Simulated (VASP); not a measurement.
# FeNi3: single point with r2SCAN

Crystal: FeNi3.

```
CELL_PARAMETERS angstrom
3.54437 0.00000 0.00000
0.00000 3.54437 0.00000
0.00000 0.00000 3.54437
ATOMIC_POSITIONS crystal
Fe 0.00000 0.00000 0.00000
Ni 0.00000 0.50000 0.50000
Ni 0.50000 0.00000 0.50000
Ni 0.50000 0.50000 0.00000
```

| Item | Value |
| --- | --- |
| Program | VASP 6.6.1 |
| Task | single point |
| Functional | r2SCAN |
| Potentials or basis | VASP PAW PBE potentials, release 64 (Fe, Ni) |
| Cutoff | 520 eV |
| k mesh | 12 × 12 × 12 |
| Occupations | gaussian, width 0.05 eV |
| Spin | collinear spin, ferromagnetic start |
| Starting moments | [2.5, 0.8, 0.8, 0.8] μB |
| Dipole correction | no |
| Further INCAR settings | ALGO = Normal; EDIFF = 1e-06; NBANDS = 31 |

The pressure is -5.0 GPa and the net moment is 5.30 μB per cell. The site moments are Fe +3.20; Ni +0.74 μB. The valence electrons inside the program's atomic spheres are Fe 7.05; Ni 9.38.

Levels at points of the mesh, in eV from the Fermi level:
Spin up:
```csv
k point,band 20,band 21,band 22,band 23,band 24,band 25
"(0.00, 0.00, 0.00)",-1.23,-1.23,2.20,2.20,2.20,8.80
"(0.50, 0.00, 0.00)",-1.51,-1.42,-1.23,7.50,7.50,7.52
"(0.50, 0.50, 0.00)",-1.93,0.23,0.30,0.34,0.34,11.31
"(0.50, 0.50, 0.50)",-1.36,-0.71,-0.71,-0.71,-0.52,5.25
```
Spin down:
```tsv
k point	band 12	band 13	band 14	band 15	band 16	band 17	band 18	band 19	band 20	band 21
(0.00, 0.00, 0.00)	-0.82	-0.03	0.45	0.45	0.45	1.24	1.24	1.38	1.38	1.38
(0.50, 0.00, 0.00)	-1.52	-1.03	-0.96	-0.96	-0.59	-0.01	-0.01	0.45	0.87	0.89
(0.50, 0.50, 0.00)	-1.71	-1.47	-1.47	-1.27	-0.94	-0.53	0.32	0.32	0.82	1.43
(0.50, 0.50, 0.50)	-1.46	-0.99	-0.99	-0.99	-0.82	0.16	0.16	0.16	0.88	0.88
```

It took 17 min on 1 thread of AMD EPYC 7R13, on a shared host, peak memory 0.28 GiB.

Caveat: the cell stands under tension; the PAW data sets were made with another functional, which shifts forces and pressure a little.
